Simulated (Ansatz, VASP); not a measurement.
Si in VASP and in Ansatz

```xyz
2
Lattice="0.0000 2.9125 2.8305 2.4613 0.0000 2.8305 2.4613 2.9125 0.0000" Properties=species:S:1:pos:R:3 pbc="T T T"
Si    2.4613    2.9125    2.8305
Si    3.6919    4.3688    4.2457
```

Change from the starting cell: strain +e along x and -e along y -0.0825, strain +e along z and -e/2 along x and y +0.0350.

Alike in both runs: task single point; functional PBE; k mesh 8 × 8 × 8; occupations gaussian, width 0.05 eV; no spin polarisation.

|  | VASP | Ansatz |
| --- | --- | --- |
| version | VASP 6.6.1 | Ansatz 0.2.0 |
| potentials or method | VASP PAW PBE potentials, release 64 (Si), cutoff 520 eV | scalar-relativistic, plane waves, PAW |
| valence electrons in the cell | 8 | 8 |

```csv
,VASP,Ansatz,Ansatz less VASP
gap on the k mesh at the Fermi level (eV),none,none,-
pressure (GPa),-0.3,-0.3,+0.05
"traceless stress, the component that is largest in VASP (GPa)",6.70,6.68,-0.023
```

A gap of «none» marks a metal or a gap that the smearing closes.
